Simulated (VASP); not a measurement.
Input of a VASP 6.6.1 run:

File INCAR:

```
SYSTEM = H8C5S3O3
PREC = Accurate
ENCUT = 1000
EDIFF = 1E-6
ISMEAR = -1
SIGMA = 0.05
LREAL = Auto
LASPH = .True.
NELM = 120
ALGO = Normal
ISIF = 2
LWAVE = .False.
LCHARG = .False.
GGA = PE
IVDW = 12
NBANDS = 89
GGA_COMPAT = .False.
```

The input KPOINTS:

```
Automatic mesh
0
Gamma
  1 1 1
  0 0 0
```

File POSCAR:

```
H8C5S3O3
1.0
    9.0856030000      0.0000000000      0.0000000000
    0.0000000000      9.0856030000      0.0000000000
    0.0000000000      0.0000000000      9.0856030000
C H O S
10 16 6 6
Direct
    0.6151270312      0.8107221942      0.0152659103
    0.2386412878      0.3270338799      0.7024850194
    0.1575899805      0.8152018088      0.2690410312
    0.9364595834      0.1363035563      0.3630909253
    0.8784227090      0.4651755090      0.9561720890
    0.0340428698      0.0150457818      0.8202977832
    0.2938605176      0.7090228354      0.7628552557
    0.8900675057      0.6484434770      0.5419893429
    0.6062668598      0.2071739212      0.8969575272
    0.5005611625      0.4656267724      0.3364553789
    0.6786340984      0.9031101183     -0.0148916918
    0.6295894725      0.7965129007      0.1308994021
    0.6487956826      0.7082633921     -0.0357268527
    0.5029715694      0.8330212095     -0.0162674948
    0.3156422309      0.3689793622      0.7861008235
    0.1286981172      0.3617151223      0.7279538848
    0.2503851423      0.2067116514      0.7016155119
    0.2640331082      0.3712686984      0.5910890009
    0.1625868971      0.7869373117      0.3853128956
    0.0493968314      0.7898430077      0.2270735360
    0.2403362771      0.7473472041      0.2118736643
    0.1837302378      0.9324972707      0.2485910952
    0.8324378690      0.1185612006      0.2904925518
    1.0268333318      0.1668463832      0.2909658280
    0.9544991125      0.0385224844      0.4276766220
    0.9238242085      0.2275468122      0.4455840741
    0.8618250214      0.4447365794      0.8277381259
    0.0580919065     -0.0154530195      0.6978623213
    0.3748677991      0.7159458761      0.6642266892
    0.9850749587      0.5720588936      0.5161352527
    0.6222481876      0.1602315223      0.7802013801
    0.4212158511      0.5309278867      0.2675221447
    0.9110567565      0.5110282719      1.1194854100
   -0.0012437259      0.0309940903      0.9852840808
    0.1876155055      0.6987428352      0.8977720026
    0.7600155983      0.7580894741      0.5610414631
    0.5535130690      0.2485360630      1.0575852808
    0.6170201361      0.3806901974      0.4328166221
```

Potentials or basis: VASP PAW PBE potentials, release 64 (C_h, H_h, O_h, S).

Command:

```console
$ cat potpaw_PBE.64/C_h/POTCAR potpaw_PBE.64/H_h/POTCAR potpaw_PBE.64/O_h/POTCAR potpaw_PBE.64/S/POTCAR > POTCAR
$ mpirun -np 1 vasp_gam > vasp.out
```

Task: What does it give for the largest force?

Result: 5.379 eV/Å.

Task: Estimate the band gap on the k mesh.

Result: 4.53 eV.

Task: What does it give for the dispersion energy per atom?

Result: -0.052 eV.

Task: Estimate the pressure.

Result: 0.9 GPa.

Forces on the atoms (eV/Å):
```
C   -0.414 -0.746 -0.141
C    0.940 -0.087 -0.522
C    0.878  0.158 -0.227
C   -1.770  0.804 -0.357
C    0.214  0.479 -1.381
C   -0.076 -0.783 -0.680
C   -0.461 -0.124  0.658
C   -2.801  2.459  0.243
C   -1.490 -0.013  2.048
C    3.630 -2.460  3.117
H    1.037  0.881 -0.684
H   -0.288 -0.079  1.092
H    0.313 -0.097 -0.434
H   -0.665  0.033  0.177
H   -0.088  0.150 -0.230
H   -0.720  0.013  0.310
H   -0.198  0.129 -0.127
H    0.131 -0.208  0.543
H    0.022  0.178  0.258
H   -0.500 -0.054 -0.215
H   -0.201  0.120  0.058
H   -0.130 -0.393  0.247
H    1.314  0.484  1.175
H    0.342 -0.204 -0.077
H    0.363 -0.583  0.011
H   -0.265 -0.435 -0.722
O    0.016 -0.077  1.916
O    0.154  0.381 -0.332
O    0.415  0.075 -0.621
O    3.110 -2.634 -0.536
O    0.826 -0.201 -1.532
O   -3.238  2.428 -2.746
S   -0.243 -0.456 -0.457
S   -0.226  0.587  0.922
S    0.156 -0.105 -0.135
S   -0.312  0.216  0.316
S    0.668  0.091 -0.693
S   -0.440  0.074 -0.242
```

Caveat: the k points lie up to 0.69 Å⁻¹ apart; the atoms stand as in a frame of molecular dynamics.
